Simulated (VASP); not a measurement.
Set up this calculation in VASP 6.6.1, as the native input.

* Task: single point
* Functional: PBEsol
* Potentials or basis: VASP PAW PBE potentials, release 64 (Ge_d, S)
* Cutoff: 520 eV
* k mesh: 7 × 5 × 1
* Occupations: gaussian, width 0.1 eV
* Spin: no spin polarisation
* Dipole correction: yes
* Further INCAR settings: ALGO = Normal; EDIFF = 1e-06; NBANDS = 69

The structure of Ge8S lies in POSCAR:

```
Ge8S
1.0
    4.0133694111      0.0000000000      0.0000000000
    0.0000000000      5.6757614520      0.0000000000
    0.0000000000      0.0000000000     25.0200541167
Ge S
8 1
Direct
    0.5000000000      0.0000000000      0.3397274826
    0.0000000000      0.2500000000      0.3397274826
    0.0000000000      0.5000000000      0.4199305348
    0.5000000000      0.7500000000      0.4199305348
    0.5000000000     -0.0029514290      0.5018102955
    0.0000000000      0.2488013781      0.4998760747
    0.0000000000      0.4441494625      0.5903992447
    0.5000000000      0.8340105871      0.5972149174
    0.0000000000      0.0838950952      0.6337924518
```

These files were run (other wordings do the same):

INCAR

```
SYSTEM = Ge8S
  ALGO = Normal
  DIPOL = 0.5 0.5 0.482
  EDIFF = 1E-6
  ENCUT = 520
  GGA = PS
  IDIPOL = 3
  ISIF = 2
  ISMEAR = 0
  LASPH = .True.
  LCHARG = .False.
  LDIPOL = .True.
  LREAL = .False.
  LWAVE = .False.
  NBANDS = 69
  NELM = 100
  PREC = Accurate
  SIGMA = 0.1
```

KPOINTS

```
k-points
0
Gamma
  7 5 1
  0 0 0
```

Potentials or basis: VASP PAW PBE potentials, release 64 (Ge_d, S).

Launch:

```console
$ cat potpaw_PBE.64/Ge_d/POTCAR potpaw_PBE.64/S/POTCAR > POTCAR
$ mpirun -np 1 vasp_std > vasp.out
```

Results of the run:

```yaml
Largest_force: 0.321 eV/Å
Band_gap_on_the_k_mesh: zero (band 59 reaches -1.36 eV, above the bottom of band 60 at -1.77 eV)
```

Caveat: the PAW data sets were made with another functional, which shifts forces and pressure a little.

It used 2200 s of CPU time on 1 thread of AMD EPYC 7R13 Processor (Zen 3), with other jobs on the host.
